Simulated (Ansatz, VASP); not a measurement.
# One calculation of Sn, two programs

```
Sn
1.0
     5.57588    0.00000    0.00000
    -2.78794    4.82885    0.00000
     0.00000    0.00000    3.38400
Sn
3
Direct
  0.00000 0.00000 0.00000
  0.33333 0.66667 0.50000
  0.66667 0.33333 0.50000
```

Alike in both runs: task single point; functional r2SCAN; k mesh 8 × 8 × 11; occupations fermi-dirac, width 0.1 eV; no spin polarisation.

|  | VASP | Ansatz |
| --- | --- | --- |
| version | VASP 6.6.1 | Ansatz 0.2.0 |
| potentials or method | VASP PAW PBE potentials, release 64 (Sn_d), cutoff 520 eV | plane waves (500 eV) with PAW, scalar-relativistic |
| valence electrons in the cell | 42 | 42 |

|  | VASP | Ansatz | Ansatz less VASP |
| --- | --- | --- | --- |
| pressure (GPa) | -4.2 | -4.1 | +0.04 |
| traceless stress, the component that is largest in VASP (GPa) | -1.33 | -1.33 | +0.001 |

VASP's potentials were made for PBE, not for r2SCAN.
